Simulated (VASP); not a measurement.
# BN (Cmcm) in VASP: further runs, part 2 of 2

VASP 6.6.1. Earlier steps stand in the parts before.

**3. Single point, PBEsol (strain +0.0400 x Voigt [1, -1, 0, 0, 0, 0])**

The input, INCAR:

```
SYSTEM = BN
  PREC = Accurate
  ENCUT = 520
  EDIFF = 1E-6
  ISMEAR = 0
  SIGMA = 0.05
  LREAL = .False.
  LASPH = .True.
  NELM = 80
  ALGO = Normal
  ISIF = 2
  LWAVE = .False.
  LCHARG = .False.
  GGA = PS
  NBANDS = 16
```

The input, KPOINTS:

```
Automatic mesh
0
Gamma
  12 12 4
  0 0 0
```

The input, POSCAR:

```
BN
1.0
    2.6041513725      0.0000000000      0.0000000000
   -1.3020756863      2.0817796097      0.0000000000
    0.0000000000      0.0000000000      6.6612000000
B N
2 2
Direct
    0.3333333333      0.6666666667      0.2500000000
    0.6666666667      0.3333333333      0.7500000000
    0.3333333333      0.6666666667      0.7500000000
    0.6666666667      0.3333333333      0.2500000000
```

Potentials or basis: VASP PAW PBE potentials, release 64 (B, N).

Run with:

```sh
$ cat potpaw_PBE.64/B/POTCAR potpaw_PBE.64/N/POTCAR > POTCAR
$ mpirun -np 1 vasp_std > vasp.out
```

OUTCAR:

```text
SYSTEM = BN
   PREC = Accurate
   ENCUT = 520
   EDIFF = 1E-6
   ISMEAR = 0
   LREAL = .False.
   LASPH = .True.
   NELM = 80
   ISIF = 2
   GGA = PS

 ion  position               nearest neighbor table
   1  0.333  0.667  0.250-   4 1.39   4 1.48   4 1.48
   2  0.667  0.333  0.750-   3 1.39   3 1.48   3 1.48
   3  0.333  0.667  0.750-   2 1.39   2 1.48   2 1.48
   4  0.667  0.333  0.250-   1 1.39   1 1.48   1 1.48

  Warning from LATTYP: Monoclinic adjustment (A1->A3, A2->A1, A3->A2)!
  LATTYP: Found a base centered orthorhombic cell.
 ALAT       =     2.6041513725
 B/A-ratio  =     1.5988161300
 C/A-ratio  =     2.5579158225

  Lattice vectors:

 A1 = (   1.3020756863,  -2.0817796097,   0.0000000000)
 A2 = (   1.3020756862,   2.0817796097,   0.0000000000)
 A3 = (   0.0000000000,   0.0000000000,   6.6612000000)

Analysis of symmetry for initial positions (statically):
=====================================================================
 Subroutine PRICEL returns:
 Original cell was already a primitive cell.

 Routine SETGRP: Setting up the symmetry group for a
 base centered orthorhombic supercell.

 Subroutine GETGRP returns: Found  8 space group operations
 (whereof  4 operations were pure point group operations)
 out of a pool of  8 trial point group operations.

The static configuration has the point symmetry C_2h.
 The point group associated with its full space group is D_2h.

Analysis of symmetry for dynamics (positions and initial velocities):
=====================================================================
 Subroutine PRICEL returns:
 Original cell was already a primitive cell.

 Routine SETGRP: Setting up the symmetry group for a
 base centered orthorhombic supercell.

 Subroutine GETGRP returns: Found  8 space group operations
 (whereof  4 operations were pure point group operations)
 out of a pool of  8 trial point group operations.

The dynamic configuration has the point symmetry C_2h.
 The point group associated with its full space group is D_2h.

 Subroutine INISYM returns: Found  8 space group operations
 (whereof  4 operations are pure point group operations),
 and found     1 'primitive' translations

----------------------------------------------------------------------------------------

                                     Primitive cell

  volume of cell :      36.1122

  direct lattice vectors                    reciprocal lattice vectors
     2.604151373  0.000000000  0.000000000     0.384002255  0.240179123  0.000000000
    -1.302075686  2.081779610  0.000000000     0.000000000  0.480358245  0.000000000
     0.000000000  0.000000000  6.661200000     0.000000000  0.000000000  0.150123101

  length of vectors
     2.604151373  2.455444448  6.661200000     0.452927967  0.480358245  0.150123101

  position of ions in fractional coordinates (direct lattice)
     0.333333333  0.666666667  0.250000000
     0.666666667  0.333333333  0.750000000
     0.333333333  0.666666667  0.750000000
     0.666666667  0.333333333  0.250000000

  ion indices of the primitive-cell ions
   primitive index   ion index
                 1           1
                 2           2
                 3           3
                 4           4

----------------------------------------------------------------------------------------

 KPOINTS: Automatic mesh

Automatic generation of k-mesh.
 Grid dimensions read from file:
 generate k-points for:   12   12    4

 Generating k-lattice:

  Cartesian coordinates                     Fractional coordinates (reciprocal lattice)
     0.032000188  0.020014927  0.000000000     0.083333333  0.000000000  0.000000000
     0.000000000  0.040029854  0.000000000     0.000000000  0.083333333  0.000000000
     0.000000000  0.000000000  0.037530775     0.000000000  0.000000000  0.250000000

  Length of vectors
     0.037743997  0.040029854  0.037530775

  Shift w.r.t. Gamma in fractional coordinates (k-lattice)
     0.000000000  0.000000000  0.000000000

 Subroutine IBZKPT returns following result:
 ===========================================

 Found    129 irreducible k-points:

 Following reciprocal coordinates:
            Coordinates               Weight
  0.000000  0.000000  0.000000      1.000000
  0.083333  0.000000  0.000000      4.000000
  0.166667  0.000000  0.000000      4.000000
  0.250000 -0.000000  0.000000      4.000000
  0.333333 -0.000000  0.000000      4.000000
  0.416667  0.000000  0.000000      4.000000
[... 16 lines left out ...]
  0.333333  0.166667  0.000000      4.000000
  0.416667  0.166667  0.000000      4.000000
 [... further k-points ...]
   k-points           NKPTS =    129   k-points in BZ     NKDIM =    129   number of bands    NBANDS=     16
   number of dos      NEDOS =    301   number of ions     NIONS =      4
   total plane-waves  NPLWV =  18000
   dimension x,y,z NGX =    20 NGY =   18 NGZ =   50
   dimension x,y,z NGXF=    40 NGYF=   36 NGZF=  100
   ions per type =               2   2
   NGX,Y,Z   is equivalent  to a cutoff of  12.77, 12.19, 12.48 a.u.
   NGXF,Y,Z  is equivalent  to a cutoff of  25.54, 24.37, 24.96 a.u.
 SYSTEM =  BN
   PREC   = accura    normal or accurate (medium, high low for compatibility)
   ISTART =      0    job   : 0-new  1-cont  2-samecut
   ICHARG =      2    charge: 1-file 2-atom 10-const
   ISPIN  =      1    spin polarized calculation?
   LNONCOLLINEAR =      F non collinear calculations
   LSORBIT =      F    spin-orbit coupling
   LASPH  =      T    aspherical Exc in radial PAW
   ENCUT  =  520.0 eV  38.22 Ry    6.18 a.u.   4.84  4.57 12.39*2*pi/ulx,y,z
   NELM   =     80;   NELMIN=  2; NELMDL= -5     # of ELM steps
   EDIFF  = 0.1E-05   stopping-criterion for ELM
   LREAL  =      F    real-space projection
   EDIFFG = 0.1E-04   stopping-criterion for IOM
   NSW    =      0    number of steps for IOM
   IBRION =     -1    ionic relax: 0-MD 1-quasi-New 2-CG
   NFREE  =      0    steps in history (QN), initial steepest desc. (CG)
   ISIF   =      2    stress and relaxation
   ISYM   =      2    0-nonsym 1-usesym 2-fastsym
   POTIM  = 0.5000    time-step for ionic-motion
   TEBEG  =    0.0;   TEEND  =   0.0 temperature during run
   PSTRESS=    0.0 pullay stress
   NELECT =      16.0000    total number of electrons
   NUPDOWN=      -1.0000    fix difference up-down
   EMIN   =  10.00;   EMAX   =-10.00  energy-range for DOS
   EFERMI =   0.00;   METHOD = LEGACY
   ISMEAR =     0;   SIGMA  =   0.05  broadening in eV -4-tet -1-fermi 0-gaus
   EFERMI_NEDOS =   21; number of points for ismear=-14 and -15
   IALGO  =     38    algorithm
   IMIX   =      4    mixing-type and parameters
     AMIX     =   0.40;   BMIX     =  1.00
     AMIX_MAG =   1.60;   BMIX_MAG =  1.00
  volume/ion in A,a.u.               =       9.03        60.92
  Fermi-wavevector in a.u.,A,eV,Ry     =   1.248045  2.358464 21.192666  1.557617
  Thomas-Fermi vector in A             =   2.382150
   LORBIT       =      0    0 simple, 1 ext, 2 COOP (PROOUT), +10 PAW based schemes
   GGA     = PS    functional components
   LHFCALC =     F    Hartree Fock is set to
   AEXX    =    0.0000 exact exchange contribution
   IVDW    =     0    specifies the selected vdW correction
   LEPSILON=     F    determine dielectric tensor
   LRPA    =     F    only Hartree local field effects (RPA)
 non-spin polarized calculation
 Gauss-broadening in eV      SIGMA  =   0.05
  energy-cutoff  :      520.00
  volume of cell :       36.11
 maximum number of plane-waves:       990
   NGX =  9   NGY =  9   NGZ = 25

 number of electron      16.0000000 magnetization

 Free energy of the ion-electron system (eV)
  ---------------------------------------------------
  ext. energy  EPLUGINS =         0.00000000
  ---------------------------------------------------
  free energy    TOTEN  =       -36.29432850 eV

  energy without entropy =      -36.29432850  energy(sigma->0) =      -36.29432850

 E-fermi :   2.5718     XC(G=0): -10.2868

 val. band max:        2.2799166994   @ k =   0.2500   0.3333   0.0000
 cond. band min:       6.1961347021   @ k =   0.5000  -0.0000   0.0000
 fundamental gap:      3.9162180027
 Fermi energy:         2.5717943672

 k-point     1 :       0.0000    0.0000    0.0000
  band No.  band energies     occupation
      1     -15.6051      2.00000
      2     -15.3095      2.00000
      3      -4.1195      2.00000
      4      -1.9750      2.00000
      5       0.7781      2.00000
      6       0.8180      2.00000
[... 433 lines left out ...]
      3      -6.5183      2.00000
      4      -6.4177      2.00000
      5      -2.9840      2.00000
      6      -2.9062      2.00000
[... 8 lines left out ...]
     15      17.0736      0.00000
     16      20.2085      0.00000

 [... further k-points ...]
[... 5 lines left out ...]
  --------------------------------------------------------------------------------------
  -------------------------------------------------------------------------------------
  Total       -5.9347494      7.6329078      0.1594678     -0.0000000     -0.0000000      0.0000000
  in kB     -263.3052489    338.6469355      7.0750613     -0.0000000     -0.0000000      0.0000000
  external PRESSURE =      27.4722493 kB  Pullay stress =       0.0000000 kB

 VOLUME and BASIS-vectors are now :
 -----------------------------------------------------------------------------
  energy-cutoff  :      520.00
  volume of cell :       36.11
      direct lattice vectors                 reciprocal lattice vectors
     2.604151373  0.000000000  0.000000000     0.384002255  0.240179123  0.000000000
    -1.302075686  2.081779610  0.000000000     0.000000000  0.480358245  0.000000000
     0.000000000  0.000000000  6.661200000     0.000000000  0.000000000  0.150123101

 POSITION                                       TOTAL-FORCE (eV/Angst)
 -----------------------------------------------------------------------------------
     -0.00000      1.38785      1.66530         0.000000     -1.274113      0.000000
      1.30208      0.69393      4.99590        -0.000000      1.274113     -0.000000
     -0.00000      1.38785      4.99590         0.000000     -1.289139     -0.000000
      1.30208      0.69393      1.66530        -0.000000      1.289139     -0.000000
 -----------------------------------------------------------------------------------
    total drift:                               -0.000000      0.000000     -0.000000

  FREE ENERGIE OF THE ION-ELECTRON SYSTEM (eV)
  ---------------------------------------------------
  free  energy   TOTEN  =       -36.2943285032 eV

  energy  without entropy=      -36.2943285032  energy(sigma->0) =      -36.29432850
```

stdout:

```text
POSCAR found type information on POSCAR B N
 POSCAR found :  2 types and       4 ions
 scaLAPACK will be used
 -----------------------------------------------------------------------------
|                                                                             |
|                                                                             |
|     You enforced a specific xc type in the INCAR file but a different       |
|     I HOPE YOU KNOW WHAT YOU ARE DOING!                                     |
|                                                                             |
 -----------------------------------------------------------------------------

 LDA part: xc-table for (Slater+PW92), standard interpolation
 POSCAR, INCAR and KPOINTS ok, starting setup
 FFT: planning ... GRIDC
 FFT: planning ... GRID_SOFT
 FFT: planning ... GRID
 WAVECAR not read
 entering main loop
```

It took 48 s on 1 thread of Intel Xeon 6975P-C, shared host; peak memory 0.19 GiB.

Results:

```
Free energy            : -36.2943 eV
Pressure               : 2.7 GPa
Largest force          : 1.289 eV/Å
Band gap on the k mesh : 3.92 eV, indirect (least direct gap 4.59 eV)
```

Forces on the atoms (eV/Å):
```
B    0.000 -1.274  0.000
B    0.000  1.274  0.000
N    0.000 -1.289  0.000
N    0.000  1.289  0.000
```

Caveat: the cell differs from its parent crystal (strain +0.0400 x Voigt [1, -1, 0, 0, 0, 0]); the PAW data sets were made with another functional, which shifts forces and pressure a little; this functional lacks dispersion, which binds the layers, so the pressure and a relaxed spacing across them are unreliable. A k mesh can miss the band edges.
